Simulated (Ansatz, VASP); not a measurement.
# One calculation of TaN, two programs

Contents of INCAR:

```
PREC = Accurate
ENCUT = 600
EDIFF = 1E-6
ISMEAR = 0
SIGMA = 0.1
LREAL = F
LASPH = T
NELM = 60
ALGO = Normal
ISIF = 3
LWAVE = F
LCHARG = F
IBRION = 2
NSW = 100
EDIFFG = -0.005
```

File KPOINTS:

```
regular mesh
0
Gamma
  16 16 16
```

The input POSCAR:

```
TaN
1.0
    0.0000000000      2.1790000000      2.1790000000
    2.1790000000      0.0000000000      2.1790000000
    2.1790000000      2.1790000000      0.0000000000
Ta N
1 1
Direct
    0.5000000000      0.5000000000      0.5000000000
    0.0000000000      0.0000000000      0.0000000000
```

Input for Ansatz:

```yaml
crystal:
  lattice:
    - [0.0, 2.179, 2.179]
    - [2.179, 0.0, 2.179]
    - [2.179, 2.179, 0.0]
  atoms:
    - { symbol: Ta, position: [0.5, 0.5, 0.5] }
    - { symbol: "N", position: [0.0, 0.0, 0.0] }
basis:
  ecutwfc: 520.0
kpoints:
  mp_grid: { grid: [16, 16, 16] }
hamiltonian:
  xc: lda
  pseudopotentials: { kind: paw, azcp: { folder: soft_1 } }
scf:
  occupations: { method: gaussian, width: 0.1 }
output:
  forces: true
  stress: true
  eigenvalues: true
  write_density: true
  write_potential: true
  elf: true
  volumetric_format: npy
relax:
  adjacent_minimum: "off"
  f_tol: 0.005
  max_steps: 80
  cell: { stress_tol: 0.05 }
```

Alike in both runs: task relaxation of cell and atoms; functional LDA; k mesh 16 × 16 × 16; occupations gaussian, width 0.1 eV; no spin polarisation.

|  | VASP | Ansatz |
| --- | --- | --- |
| version | VASP 6.6.1 | Ansatz 0.2.0 |
| potentials or method | VASP PAW LDA potentials, release 64 (Ta_pv, N), cutoff 600 eV | scalar-relativistic, plane waves, PAW |
| valence electrons in the cell | 16 | 18 |

VASP gave:

```
gap on the k mesh at the Fermi level, each at its own relaxed structure (eV) : none
relaxed volume (Å³/atom)                                                     : 10.33
relaxed cell length with the largest relative difference (Å)                 : 3.080
```

Problem. Estimate Ansatz's values.

Solution. gap on the k mesh at the Fermi level, each at its own relaxed structure (eV): none; relaxed volume (Å³/atom): 10.27; relaxed cell length with the largest relative difference (Å): 3.074.

Ansatz warns that its potentials were made for another functional, while VASP's fit it. LDA's correlation is that of Perdew and Zunger in VASP and of Perdew and Wang (1992) in Ansatz. A gap of «none» marks a metal or a gap that the smearing closes. VASP's potentials hold 16 valence electrons a cell and Ansatz's 18, so a difference there can come from the potentials and not from the codes.

Spin-orbit coupling is off throughout.
